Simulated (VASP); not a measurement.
Write the native input for VASP 6.6.1 that does the following.

```
Task                   : electric field gradients
Functional             : PBE
Potentials or basis    : VASP PAW PBE potentials, release 64 (Ta_pv, N)
Cutoff                 : 520 eV
k mesh                 : 9 × 9 × 5
Occupations            : fermi-dirac, width 0.01 eV
Spin                   : no spin polarisation
Dipole correction      : no
Further INCAR settings : ALGO = Normal; EDIFF = 1e-08; NBANDS = 24
```

The structure of TaN lies in POSCAR:

```
TaN
1.0
    3.0500010905      0.0000000000      0.0000000000
   -1.5250005453      2.6413784260      0.0000000000
    0.0000000000      0.0000000000      5.0882000000
Ta N
2 2
Direct
    0.3333333333      0.6666666667      0.0000000000
    0.6666666667      0.3333333333      0.5000000000
    0.3333333333      0.6666666667      0.3850000000
    0.6666666667      0.3333333333      0.8850000000
```

This cell differs from its parent crystal: zz strain of +3 %.

The input as run:

INCAR

```
PREC     = Accurate       # precision mode
ENCUT    = 520            # plane-wave cutoff, eV
EDIFF    = 1E-8           # SCF threshold, eV
ISMEAR   = -1             # smearing method
SIGMA    = 0.01           # smearing width, eV
LREAL    = False          # projectors in reciprocal space
LASPH    = True           # aspherical terms in the spheres
NELM     = 120            # most SCF steps
ALGO     = Normal         # electronic algorithm
ISIF     = 2              # what is computed and relaxed
LWAVE    = False          # write WAVECAR
LCHARG   = False          # write CHGCAR
GGA      = PE             # functional
LEFG     = True         
NBANDS   = 24             # bands
GGA_COMPAT= False
```

KPOINTS

```
regular mesh
0
Gamma
  9 9 5
```

Potentials or basis: VASP PAW PBE potentials, release 64 (Ta_pv, N).

The run is started by

```sh
$ cat potpaw_PBE.64/Ta_pv/POTCAR potpaw_PBE.64/N/POTCAR > POTCAR
$ mpirun -np 1 vasp_std > vasp.out
```

It gave:

- Pressure: 121.5 GPa
- Largest force: 3.670 eV/Å
- Band gap on the k mesh: zero (band 16 reaches 10.08 eV, above the bottom of band 17 at 7.84 eV)

Caveat: the cell differs from its parent crystal (zz strain of +3 %); without QUAD_EFG the Cq values of the log hold for a quadrupole moment of 1 mb, not for the nuclei; spin-orbit coupling is left out, which moves the levels of the heavy elements; forces of over 1 eV/Å act on the atoms, so gaps and moduli don't describe the material at rest.

Run time: 56 s on 1 thread of Intel Xeon 8259CL, with other jobs on the host, peak memory 0.18 GiB.
